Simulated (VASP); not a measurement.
# Ta3I2 (P6/mmm) in VASP: a series of runs

Runs on Ta3I2. Level: PBE. Tasks: single point, relaxation of cell and atoms.

All numbers are computed with VASP 6.6.1; they aren't measurements. Logs are shortened: lines on timing, memory, paths and dates and some standing lists are left out, and cuts for length are marked.

### Step 1. The cell of the first run

The structure is hexagonal, space group P6/mmm (No. 191). The conventional cell has a = 5.361 Å, b = 5.361 Å, c = 7.707 Å, α = 90.00°, β = 90.00°, γ = 120.00°. Within 3.5 Å of Ta (site symmetry mmm) lie 4 Ta at 2.68 Å and 4 I at 3.17 Å. I (site symmetry 6mm) has 6 Ta at 3.17 Å and 2 I at 3.37 to 4.34 Å within 4.4 Å.

The cell was generated, and may not be a known phase.

### Step 2. Single point, PBE

The input, INCAR:

```
SYSTEM = Ta3I2
PREC = Accurate
ENCUT = 520
EDIFF = 1E-7
ISMEAR = 0
SIGMA = 0.1
LREAL = .False.
LASPH = .True.
NELM = 80
ALGO = Normal
ISIF = 2
LWAVE = .False.
LCHARG = .False.
GGA = PE
NBANDS = 32
```

The input, KPOINTS:

```
regular mesh
0
Gamma
  6 6 4
  0 0 0
```

The input, POSCAR:

```
Ta3I2
1.0
    5.3607001051      0.0000000000      0.0000000000
   -2.6803500526      4.6425024731      0.0000000000
    0.0000000000      0.0000000000      7.7065686386
Ta I
3 2
Direct
    0.5000000000      0.0000000000      0.5000000000
    0.0000000000      0.5000000000      0.5000000000
    0.5000000000      0.5000000000      0.5000000000
    0.0000000000      0.0000000000      0.2814198260
    0.0000000000      0.0000000000      0.7185801740
```

Potentials or basis: VASP PAW PBE potentials, release 64 (Ta_pv, I).

Command:

```bash
> cat potpaw_PBE.64/Ta_pv/POTCAR potpaw_PBE.64/I/POTCAR > POTCAR
> mpirun -np 1 vasp_std > vasp.out
```

OUTCAR:

```text
SYSTEM = Ta3I2
   PREC = Accurate
   ENCUT = 520
   EDIFF = 1E-7
   ISMEAR = 0
   LREAL = .False.
   LASPH = .True.
   NELM = 80
   ISIF = 2
   GGA = PE

 ion  position               nearest neighbor table
   1  0.500  0.000  0.500-   2 2.68   2 2.68   3 2.68   3 2.68   4 3.17   4 3.17   5 3.17   5 3.17

   2  0.000  0.500  0.500-   1 2.68   1 2.68   3 2.68   3 2.68   4 3.17   5 3.17   4 3.17   5 3.17

   3  0.500  0.500  0.500-   2 2.68   2 2.68   1 2.68   1 2.68   4 3.17   5 3.17   4 3.17   5 3.17

   4  0.000  0.000  0.281-   3 3.17   3 3.17   1 3.17   1 3.17   2 3.17   2 3.17   5 3.37
   5  0.000  0.000  0.719-   3 3.17   3 3.17   1 3.17   1 3.17   2 3.17   2 3.17   4 3.37

  LATTYP: Found a hexagonal cell.
 ALAT       =     5.3607001051
 C/A-ratio  =     1.4376048814

  Lattice vectors:

 A1 = (   5.3607001051,   0.0000000000,   0.0000000000)
 A2 = (  -2.6803500526,   4.6425024731,   0.0000000000)
 A3 = (   0.0000000000,   0.0000000000,   7.7065686386)

Analysis of symmetry for initial positions (statically):
=====================================================================
 Subroutine PRICEL returns:
 Original cell was already a primitive cell.

 Routine SETGRP: Setting up the symmetry group for a
 hexagonal supercell.

 Subroutine GETGRP returns: Found 24 space group operations
 (whereof 24 operations were pure point group operations)
 out of a pool of 24 trial point group operations.

The static configuration has the point symmetry D_6h.

Analysis of symmetry for dynamics (positions and initial velocities):
=====================================================================
 Subroutine PRICEL returns:
 Original cell was already a primitive cell.

 Routine SETGRP: Setting up the symmetry group for a
 hexagonal supercell.

 Subroutine GETGRP returns: Found 24 space group operations
 (whereof 24 operations were pure point group operations)
 out of a pool of 24 trial point group operations.

The dynamic configuration has the point symmetry D_6h.

 Subroutine INISYM returns: Found 24 space group operations
 (whereof 24 operations are pure point group operations),
 and found     1 'primitive' translations

----------------------------------------------------------------------------------------

                                     Primitive cell

  volume of cell :     191.7939

  direct lattice vectors                    reciprocal lattice vectors
     5.360700105  0.000000000  0.000000000     0.186542799  0.107700535  0.000000000
    -2.680350053  4.642502473  0.000000000     0.000000000  0.215401070  0.000000000
     0.000000000  0.000000000  7.706568639     0.000000000  0.000000000  0.129759436

  length of vectors
     5.360700105  5.360700105  7.706568639     0.215401070  0.215401070  0.129759436

  position of ions in fractional coordinates (direct lattice)
     0.500000000  0.000000000  0.500000000
     0.000000000  0.500000000  0.500000000
     0.500000000  0.500000000  0.500000000
     0.000000000  0.000000000  0.281419826
     0.000000000  0.000000000  0.718580174

  ion indices of the primitive-cell ions
   primitive index   ion index
                 1           1
                 2           2
                 3           3
                 4           4
                 5           5

----------------------------------------------------------------------------------------

 KPOINTS: regular mesh

Automatic generation of k-mesh.
 Grid dimensions read from file:
 generate k-points for:    6    6    4

 Generating k-lattice:

  Cartesian coordinates                     Fractional coordinates (reciprocal lattice)
     0.031090466  0.017950089  0.000000000     0.166666667  0.000000000  0.000000000
     0.000000000  0.035900178  0.000000000     0.000000000  0.166666667  0.000000000
     0.000000000  0.000000000  0.032439859     0.000000000  0.000000000  0.250000000

  Length of vectors
     0.035900178  0.035900178  0.032439859

  Shift w.r.t. Gamma in fractional coordinates (k-lattice)
     0.000000000  0.000000000  0.000000000

[... 53 lines left out ...]

 k-point     2 :       0.1667   -0.0000    0.0000
  band No.  band energies     occupation
      1     -32.3391      2.00000
      2     -32.0760      2.00000
      3     -32.0348      2.00000
      4     -31.8633      2.00000
      5     -31.6497      2.00000
      6     -31.6352      2.00000
[... 24 lines left out ...]
     31       5.7007      0.00000
     32       5.7688      0.00000

 k-point     3 :       0.3333    0.0000    0.0000
  band No.  band energies     occupation
      1     -32.2077      2.00000
      2     -31.9361      2.00000
      3     -31.8755      2.00000
      4     -31.8267      2.00000
      5     -31.6872      2.00000
      6     -31.6355      2.00000
[... 24 lines left out ...]
     31       5.0646      0.00000
     32       5.3175      0.00000

 k-point     4 :       0.5000    0.0000    0.0000
  band No.  band energies     occupation
      1     -32.1796      2.00000
      2     -31.7971      2.00000
      3     -31.7173      2.00000
      4     -31.7116      2.00000
      5     -31.6829      2.00000
      6     -31.6357      2.00000
[... 24 lines left out ...]
     31       4.9620      0.00000
     32       4.9881      0.00000

 k-point     5 :       0.1667    0.1667    0.0000
  band No.  band energies     occupation
      1     -32.2060      2.00000
      2     -32.0539      2.00000
      3     -31.8946      2.00000
      4     -31.8375      2.00000
      5     -31.6761      2.00000
      6     -31.6355      2.00000
[... 479 lines left out ...]
     31       4.9439      0.00000
     32       5.0293      0.00000

 k-point    19 :       0.1667    0.1667    0.5000
  band No.  band energies     occupation
      1     -32.2060      2.00000
      2     -32.0539      2.00000
      3     -31.8946      2.00000
      4     -31.8375      2.00000
      5     -31.6761      2.00000
      6     -31.6355      2.00000
[... 24 lines left out ...]
     31       5.1655      0.00000
     32       5.9886      0.00000

 k-point    20 :       0.3333    0.1667    0.5000
  band No.  band energies     occupation
      1     -32.1058      2.00000
      2     -31.9055      2.00000
      3     -31.7973      2.00000
      4     -31.7169      2.00000
      5     -31.6435      2.00000
      6     -31.6358      2.00000
[... 24 lines left out ...]
     31       4.8683      0.00000
     32       5.4678      0.00000

 k-point    21 :       0.3333    0.3333    0.5000
  band No.  band energies     occupation
      1     -31.9455      2.00000
      2     -31.8544      2.00000
      3     -31.8544      2.00000
      4     -31.7571      2.00000
      5     -31.7571      2.00000
      6     -31.6361      2.00000
[... 24 lines left out ...]
     31       4.9385      0.00000
     32       4.9385      0.00000

------------------------ aborting loop because EDIFF is reached ----------------------------------------

  FORCE on cell =-STRESS in cart. coord.  units (eV):
  Direction    XX          YY          ZZ          XY          YZ          ZX
  --------------------------------------------------------------------------------------
  -------------------------------------------------------------------------------------
  Total        0.0228621      0.0228621      0.1684214     -0.0000000      0.0000000      0.0000000
  in kB        0.1909820      0.1909820      1.4069321     -0.0000000      0.0000000      0.0000000
  external PRESSURE =       0.5962987 kB  Pullay stress =       0.0000000 kB

 VOLUME and BASIS-vectors are now :
 -----------------------------------------------------------------------------
  energy-cutoff  :      520.00
  volume of cell :      191.79
      direct lattice vectors                 reciprocal lattice vectors
     5.360700105  0.000000000  0.000000000     0.186542799  0.107700535  0.000000000
    -2.680350053  4.642502473  0.000000000     0.000000000  0.215401070  0.000000000
     0.000000000  0.000000000  7.706568639     0.000000000  0.000000000  0.129759436

 POSITION                                       TOTAL-FORCE (eV/Angst)
 -----------------------------------------------------------------------------------
      2.68035      0.00000      3.85328         0.000000      0.000000      0.000000
     -1.34018      2.32125      3.85328         0.000000      0.000000      0.000000
      1.34018      2.32125      3.85328         0.000000      0.000000      0.000000
      0.00000      0.00000      2.16878        -0.000000      0.000000     -0.017639
      0.00000      0.00000      5.53779        -0.000000     -0.000000      0.017639
 -----------------------------------------------------------------------------------
    total drift:                               -0.000000      0.000000     -0.000000

  FREE ENERGIE OF THE ION-ELECTRON SYSTEM (eV)
  ---------------------------------------------------
  free  energy   TOTEN  =       -32.2680992199 eV

  energy  without entropy=      -32.2255314657  energy(sigma->0) =      -32.24681534
```

Run time: 91 s. Hardware: 1 thread of Intel Xeon Platinum 8488C (Sapphire Rapids), shared host; peak memory 0.36 GiB.

What came out:

```
Free energy            : -32.2681 eV
Pressure               : 0.1 GPa
Largest force          : 0.018 eV/Å
Band gap on the k mesh : zero (an odd number of electrons rules out a gap without spin polarisation)
```

Forces on the atoms (eV/Å):
```
Ta   0.000  0.000  0.000
Ta   0.000  0.000  0.000
Ta   0.000  0.000  0.000
I    0.000  0.000 -0.018
I    0.000  0.000  0.018
```

Stress tensor (GPa, compression positive):
```
0.02 0.00 0.00
0.00 0.02 0.00
0.00 0.00 0.14
```

Levels at points of the mesh, in eV from the Fermi level:
| k point | band 19 | band 20 | band 21 | band 22 | band 23 | band 24 | band 25 | band 26 | band 27 | band 28 |
| --- | --- | --- | --- | --- | --- | --- | --- | --- | --- | --- |
| (0.00, 0.00, 0.00) | -3.42 | -3.04 | -2.96 | -1.68 | 0.07 | 0.47 | 0.47 | 0.88 | 1.01 | 1.01 |
| (0.50, 0.00, 0.00) | -2.24 | -2.10 | -1.70 | -0.57 | -0.34 | -0.02 | 0.13 | 0.16 | 0.22 | 0.54 |
| (0.00, 0.00, 0.50) | -3.42 | -3.42 | -3.04 | -1.62 | 0.50 | 0.50 | 0.52 | 0.63 | 0.88 | 0.88 |
| (0.50, 0.00, 0.50) | -2.27 | -2.05 | -1.66 | -0.52 | -0.34 | -0.03 | 0.15 | 0.22 | 0.24 | 0.33 |

Caveat: spin-orbit coupling is left out, which moves the levels of the heavy elements; this functional lacks dispersion, which binds layers or chains, so the pressure and a relaxed spacing across them are unreliable; an odd number of electrons without spin polarisation forces a metal; a magnetic or distorted state may lie lower.

### Step 3. Relaxation of cell and atoms, PBE

This run uses another cell than the first one, of 33.98 Å³/atom.

The input, INCAR:

```
SYSTEM = Ta3I2
PREC = Accurate
ENCUT = 600
EDIFF = 1E-6
ISMEAR = 0
SIGMA = 0.1
LREAL = .False.
LASPH = .True.
NELM = 60
ALGO = Normal
ISIF = 3
LWAVE = .False.
LCHARG = .False.
GGA = PE
IBRION = 2
NSW = 90
EDIFFG = -0.04
```

KPOINTS is that of step 2.

The input, POSCAR:

```
Ta3I2
1.0
    5.3865018436      0.0000000000      0.0000000000
   -2.6932509218      4.6648474341      0.0000000000
    0.0000000000      0.0000000000      6.7607262743
Ta I
3 2
Direct
    0.5000000000      0.0000000000      0.5000000000
    0.0000000000      0.5000000000      0.5000000000
    0.5000000000      0.5000000000      0.5000000000
    0.0000000000      0.0000000000      0.1829020338
    0.0000000000      0.0000000000      0.8170979662
```

Potentials or basis: VASP PAW PBE potentials, release 64 (Ta_pv, I).

Command:

```bash
> cat potpaw_PBE.64/Ta_pv/POTCAR potpaw_PBE.64/I/POTCAR > POTCAR
> mpirun -np 1 vasp_std > vasp.out
```

Run time: 22 min. Hardware: 1 thread of Intel Xeon Platinum 8488C (Sapphire Rapids), shared host; peak memory 0.44 GiB.

The run converged. Its results:

```
Free energy                           : -32.2668 eV
Relaxed volume                        : 38.41 Å³/atom
Relaxed cell                          : a = 5.364 Å, b = 5.364 Å, c = 7.708 Å, α = 90.00°, β = 90.00°, γ = 120.00°
Space group after relaxing (to 0.1 Å) : P6/mmm (No. 191)
Energy gained by relaxing             : 641.2 meV/atom
Ionic steps                           : 23
Pressure after relaxing               : -0.1 GPa
Largest force after relaxing          : 0.025 eV/Å
Band gap on the k mesh                : zero (an odd number of electrons rules out a gap without spin polarisation)
```

Forces in eV/Å, atoms in the order of the input:
```
Ta   0.000  0.000  0.000
Ta   0.000  0.000  0.000
Ta   0.000  0.000  0.000
I    0.000  0.000  0.025
I    0.000  0.000 -0.025
```

Stress tensor (GPa, compression positive):
```
-0.11  0.00  0.00
 0.00 -0.11  0.00
 0.00  0.00  0.02
```

The path:
```csv
step,energy change (eV),largest force (eV/Å),pressure (GPa),volume (Å³)
1,0.0000,7.1571,3.30,169.88
2,-2.5288,1.2202,0.50,185.89
3,-2.5356,1.1929,0.57,186.29
4,-2.8208,1.2291,-1.95,190.35
5,-2.8752,1.1156,-3.40,192.84
6,-3.0084,0.8125,-2.90,188.80
7,-3.0813,0.0919,-1.81,182.92
8,-3.1509,0.1044,-0.30,179.43
9,-3.1595,0.1015,0.48,177.76
10,-3.1595,0.1013,0.53,177.66
11,-3.1649,0.1353,0.42,178.53
12,-3.1750,0.2351,0.11,181.14
13,-3.1728,0.4214,-0.43,186.38
14,-3.1775,0.3147,-0.13,183.35
15,-3.1845,0.2589,-0.02,183.98
16,-3.1962,0.1186,0.28,185.57
17,-3.1955,0.1808,0.95,188.72
18,-3.1998,0.0264,0.60,187.11
19,-3.2037,0.0373,0.28,188.96
20,-3.2046,0.0486,0.00,190.66
21,-3.2047,0.0476,0.02,190.50
22,-3.2052,0.0288,0.01,190.89
23,-3.2061,0.0251,-0.07,192.06
```

Final structure:
```cif
data_structure
_symmetry_space_group_name_H-M 'P 1'
_symmetry_Int_Tables_number 1
_cell_length_a 5.3637
_cell_length_b 5.3637
_cell_length_c 7.7085
_cell_angle_alpha 90.000
_cell_angle_beta 90.000
_cell_angle_gamma 120.000
_cell_volume 192.06
loop_
_atom_site_label
_atom_site_type_symbol
_atom_site_fract_x
_atom_site_fract_y
_atom_site_fract_z
_atom_site_occupancy
Ta1 Ta 0.50000 0.00000 0.50000 1
Ta2 Ta 0.00000 0.50000 0.50000 1
Ta3 Ta 0.50000 0.50000 0.50000 1
I1 I 0.00000 0.00000 0.28081 1
I2 I 0.00000 0.00000 0.71919 1
```

Levels at points of the mesh, in eV from the Fermi level:
```
           k point  band 20  band 21  band 22  band 23  band 24  band 25  band 26  band 27
(0.00, 0.00, 0.00)    -3.03    -2.96    -1.67     0.06     0.47     0.47     0.88     0.99
(0.50, 0.00, 0.00)    -2.10    -1.70    -0.56    -0.34    -0.02     0.13     0.15     0.22
(0.00, 0.00, 0.50)    -3.41    -3.03    -1.62     0.50     0.50     0.51     0.62     0.87
(0.50, 0.00, 0.50)    -2.04    -1.66    -0.52    -0.34    -0.03     0.15     0.22     0.24
```

Caveat: spin-orbit coupling is left out, which moves the levels of the heavy elements; this functional lacks dispersion, which binds layers or chains, so the pressure and a relaxed spacing across them are unreliable; an odd number of electrons without spin polarisation forces a metal; a magnetic or distorted state may lie lower.

### Step 4. Single point, PBE

This run uses another cell than the first one, of 39.34 Å³/atom.

The input, INCAR:

```
  PREC = Accurate
  ENCUT = 520
  EDIFF = 1E-7
  ISMEAR = 0
  SIGMA = 0.1
  LREAL = False
  LASPH = True
  NELM = 100
  ALGO = Normal
  ISIF = 2
  LWAVE = False
  LCHARG = False
  GGA = PE
  NBANDS = 32
```

The input, KPOINTS:

```
regular mesh
0
Gamma
  12 12 6
```

The input, POSCAR:

```
Ta3I2
1.0
    5.3424601145      0.0000000000      0.0000000000
   -2.6712300573      4.6267061779      0.0000000000
    0.0000000000      0.0000000000      7.9571736880
Ta I
3 2
Direct
    0.5000000000      0.0000000000      0.5000000000
    0.0000000000      0.5000000000      0.5000000000
    0.5000000000      0.5000000000      0.5000000000
    0.0000000000      0.0000000000      0.2878778107
    0.0000000000      0.0000000000      0.7121221893
```

Command:

```bash
> cat potpaw_PBE.64/Ta_pv/POTCAR potpaw_PBE.64/I/POTCAR > POTCAR
> mpirun -np 1 vasp_std > vasp.out
```

Wall time 4.8 min (1 thread of Intel Xeon Platinum 8488C (Sapphire Rapids), shared host); peak memory 0.57 GiB.

The run converged. Its results:

```yaml
Free_energy: -32.3839 eV
Pressure: 0.0 GPa
Band_gap_on_the_k_mesh: zero (an odd number of electrons rules out a gap without spin polarisation)
```

Levels at points of the mesh, in eV from the Fermi level:
| k point | band 20 | band 21 | band 22 | band 23 | band 24 | band 25 | band 26 | band 27 |
| --- | --- | --- | --- | --- | --- | --- | --- | --- |
| (0.00, 0.00, 0.00) | -3.09 | -3.08 | -1.68 | 0.11 | 0.49 | 0.49 | 0.86 | 1.00 |
| (0.50, 0.00, 0.00) | -2.12 | -1.67 | -0.56 | -0.33 | -0.02 | 0.14 | 0.17 | 0.23 |
| (0.00, 0.00, 0.50) | -3.45 | -3.08 | -1.64 | 0.51 | 0.51 | 0.55 | 0.60 | 0.91 |
| (0.50, 0.00, 0.50) | -2.08 | -1.65 | -0.52 | -0.33 | -0.02 | 0.16 | 0.23 | 0.24 |

Caveat: spin-orbit coupling is left out, which moves the levels of the heavy elements; this functional lacks dispersion, which binds layers or chains, so the pressure and a relaxed spacing across them are unreliable; an odd number of electrons without spin polarisation forces a metal; a magnetic or distorted state may lie lower.

### Step 5. The runs side by side

| task | cell | k mesh | cutoff (eV) | gap on the mesh (eV) | pressure (GPa) | largest force (eV/Å) |
| --- | --- | --- | --- | --- | --- | --- |
| single point | a = 5.361, b = 5.361, c = 7.707 Å, angles 90.0, 90.0, 120.0°, 5 atoms, atomic positions A | 6 × 6 × 4 | 520 | none | 0.1 | 0.02 |
| relaxation of cell and atoms | relaxed from a = 5.387, b = 5.387, c = 6.761 Å, angles 90.0, 90.0, 120.0°, 5 atoms, atomic positions B | 6 × 6 × 4 | 600 | none | -0.1 | 0.03 |
| single point | a = 5.342, b = 5.342, c = 7.957 Å, angles 90.0, 90.0, 120.0°, 5 atoms, atomic positions C | 12 × 12 × 6 | 520 | none | 0.0 | - |

Alike in all rows: level PBE; potentials or basis VASP PAW PBE potentials, release 64 (Ta_pv, I); no spin polarisation; smearing gaussian 0.1 eV.

Caveats: spin-orbit coupling is left out, which moves the levels of the heavy elements; this functional lacks dispersion, which binds layers or chains, so the pressure and a relaxed spacing across them are unreliable; an odd number of electrons without spin polarisation forces a metal; a magnetic or distorted state may lie lower.

Total energies depend on the potentials used, so only differences within one code and one set of settings carry meaning.
